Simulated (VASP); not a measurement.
The system is Be.

```
Be
1.0
     2.25541    0.00000    0.00000
    -1.12771    1.95324    0.00000
     0.00000    0.00000    7.36617
Be
4
Direct
  0.00000 0.00000 0.00000
  0.00000 0.00000 0.50000
  0.33333 0.66667 0.25000
  0.66667 0.33333 0.75000
```

| Quantity | Value |
| --- | --- |
| Program | VASP 6.6.1 |
| Task | relaxation of cell and atoms |
| Functional | BLYP |
| Potentials or basis | VASP PAW PBE potentials, release 64 (Be) |
| Cutoff | 600 eV |
| k mesh | 16 × 16 × 5 |
| Occupations | fermi-dirac, width 0.1 eV |
| Spin | no spin polarisation |

At the start: pressure -2.9 GPa; volume 8.11 Å³/atom.

Problem. Where does the relaxation end?

Solution. Over 5 steps the energy falls by 6.8 meV/atom and the volume is 7.92 Å³/atom (-2.4 %); space group P6_3/mmc (No. 194, to 0.05 Å).

The path:
```tsv
step	energy change (eV)	largest force (eV/Å)	pressure (GPa)	volume (Å³)
1	0.0000	0.0000	-2.87	32.45
2	-0.0263	0.0000	-0.30	31.77
3	-0.0270	0.0000	0.19	31.65
4	-0.0270	0.0000	0.26	31.63
5	-0.0271	0.0000	0.08	31.68
```

Final structure:
```cif
data_structure
_symmetry_space_group_name_H-M 'P 1'
_symmetry_Int_Tables_number 1
_cell_length_a 2.2599
_cell_length_b 2.2599
_cell_length_c 7.1631
_cell_angle_alpha 90.000
_cell_angle_beta 90.000
_cell_angle_gamma 120.000
_cell_volume 31.68
loop_
_atom_site_label
_atom_site_type_symbol
_atom_site_fract_x
_atom_site_fract_y
_atom_site_fract_z
_atom_site_occupancy
Be1 Be 0.00000 0.00000 0.00000 1
Be2 Be 0.00000 0.00000 0.50000 1
Be3 Be 0.33333 0.66667 0.25000 1
Be4 Be 0.66667 0.33333 0.75000 1
```

Caveat: the PAW data sets were made with another functional, which shifts forces and pressure a little.
